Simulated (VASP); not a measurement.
Here is a VASP 6.6.1 calculation.

Contents of INCAR:

```
PREC = Accurate
ENCUT = 520
EDIFF = 1E-6
ISMEAR = 0
SIGMA = 0.15
LREAL = F
LASPH = T
NELM = 80
ALGO = Normal
ISIF = 2
LWAVE = F
LCHARG = F
GGA = PE
NBANDS = 20
```

The input KPOINTS:

```
regular mesh
0
Gamma
  18 18 10
```

POSCAR

```
Ta2N
1.0
    3.1011400556      0.0000000000      0.0000000000
   -1.5505700278      2.6856660688      0.0000000000
    0.0000000000      0.0000000000      4.8818900623
Ta N
2 1
Direct
    0.7039013777      0.4078027554      0.7449050322
    0.2960986223      0.5921972446      0.2550949678
    0.0000000000      0.0000000000      0.0000000000
```

Potentials or basis: VASP PAW PBE potentials, release 64 (Ta_pv, N).

The run is started by

```bash
$ cat potpaw_PBE.64/Ta_pv/POTCAR potpaw_PBE.64/N/POTCAR > POTCAR
$ mpirun -np 1 vasp_std > vasp.out
```

(1) Predict the largest force.

(2) Predict the pressure.

## Answers

(1) 1.704 eV/Å.

(2) 6.2 GPa.

Caveat: the cell differs from its parent crystal (mode 4 (98.3 1/cm) frozen in, largest displacement -0.200 Å); forces of over 1 eV/Å act on the atoms, so gaps and moduli don't describe the material at rest.
